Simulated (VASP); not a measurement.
A run of VASP 6.6.1 is set up as follows.

INCAR

```
PREC     = Accurate       # precision mode
ENCUT    = 500            # plane-wave cutoff, eV
EDIFF    = 1E-6           # SCF threshold, eV
ISMEAR   = 0              # smearing method
SIGMA    = 0.15           # smearing width, eV
LREAL    = False          # projectors in reciprocal space
LASPH    = True           # aspherical terms in the spheres
NELM     = 120            # most SCF steps
ALGO     = Normal         # electronic algorithm
ISIF     = 2              # what is computed and relaxed
LWAVE    = False          # write WAVECAR
LCHARG   = True           # write CHGCAR
GGA      = CA             # functional
LELF     = True           # ELF
LVHAR    = True         
NBANDS   = 24             # bands
GGA_COMPAT= False
```

File KPOINTS:

```
Automatic mesh
0
Gamma
  21 21 12
```

File POSCAR:

```
Ir
1.0
    2.5924095241      0.0000000000      0.0000000000
   -1.2962047621      2.2450925049      0.0000000000
    0.0000000000      0.0000000000      4.2032925665
Ir
2
Direct
    0.6666666667      0.3333333333      0.7500000000
    0.3333333333      0.6666666667      0.2500000000
```

Potentials or basis: VASP PAW LDA potentials, release 64 (Ir_sv_GW).

Launch:

```bash
$ cat potpaw_LDA.64/Ir_sv_GW/POTCAR > POTCAR
$ mpirun -np 1 vasp_std > vasp.out
```

Task: What does it give for the pressure?

Result: 69.0 GPa.

Task: Predict the band gap on the k mesh.

Result: Zero (bands 17 and 18 overlap by 4.24 eV).

Stress tensor (GPa, compression positive):
```
68.19  0.00  0.00
 0.00 68.19  0.00
 0.00  0.00 70.59
```

Caveat: the cell stands under pressure; spin-orbit coupling is left out, which moves the levels of the heavy elements.
